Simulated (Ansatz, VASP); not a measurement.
HfN: VASP beside Ansatz

```
Hf N
1.0
     0.00000    2.22512    2.25900
     2.29289    0.00000    2.25900
     2.29289    2.22512    0.00000
Hf N
1 1
Direct
  0.00000 0.00000 0.00000
  0.50000 0.50000 0.50000
```

Change from the starting cell: strain +0.0150 x Voigt [1, -1, 0, 0, 0, 0], atoms carried along.

Alike in both runs: task single point; functional PBE; k mesh 18 × 18 × 18; occupations gaussian, width 0.1 eV; no spin polarisation.

|  | VASP | Ansatz |
| --- | --- | --- |
| version | VASP 6.6.1 | Ansatz 0.2.0 |
| potentials or method | VASP PAW PBE potentials, release 64 (Hf_pv, N), cutoff 520 eV | scalar-relativistic, plane waves, PAW |
| valence electrons in the cell | 15 | 31 |

Ansatz gave:

```
gap on the k mesh at the Fermi level (eV)                     : none
pressure (GPa)                                                : 5.9
traceless stress, the component that is largest in VASP (GPa) : 7.54
```

Q: Which values does VASP return?

A: gap on the k mesh at the Fermi level (eV): none; pressure (GPa): 3.5; traceless stress, the component that is largest in VASP (GPa): 7.46.

A gap of «none» marks a metal or a gap that the smearing closes. With one functional, cell and mesh, what is left measures potentials, basis and numerics. VASP's potentials hold 15 valence electrons a cell and Ansatz's 31, so a difference there can come from the potentials and not from the codes.

Spin-orbit coupling is off throughout.
